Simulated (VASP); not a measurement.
A run of VASP 6.6.1:

INCAR

```
SYSTEM = PbSe
PREC = Accurate ; ENCUT = 520
EDIFF = 1E-6 ; ISMEAR = 0
SIGMA = 0.01 ; LREAL = .False.
LASPH = .True. ; NELM = 60
ALGO = Normal ; ISIF = 2
LWAVE = .False. ; LCHARG = .False.
GGA = PE ; NBANDS = 17
```

File KPOINTS:

```
regular mesh
0
Gamma
  10 10 10
  0 0 0
```

File POSCAR:

```
PbSe
1.0
    0.0000000000      3.1397274185      3.1397274185
    3.1397274185      0.0000000000      3.1397274185
    3.1397274185      3.1397274185      0.0000000000
Pb Se
1 1
Direct
    0.0000000000      0.0000000000      0.0000000000
    0.5000000000      0.5000000000      0.5000000000
```

Potentials or basis: VASP PAW PBE potentials, release 64 (Pb_d, Se).

The run is started by

```sh
$ cat potpaw_PBE.64/Pb_d/POTCAR potpaw_PBE.64/Se/POTCAR > POTCAR
$ mpirun -np 1 vasp_std > vasp.out
```

Hardware: 1 thread of Intel(R) Xeon(R) Platinum 8259CL CPU @ 2.50GHz (Skylake/Cascade Lake), on a shared host.

How long does it take, and how much memory?

Run time: 47 s on 1 thread of Intel(R) Xeon(R) Platinum 8259CL CPU @ 2.50GHz (Skylake/Cascade Lake) (shared host), peak memory 0.22 GiB. Counts: scf iterations 12, k points 47.
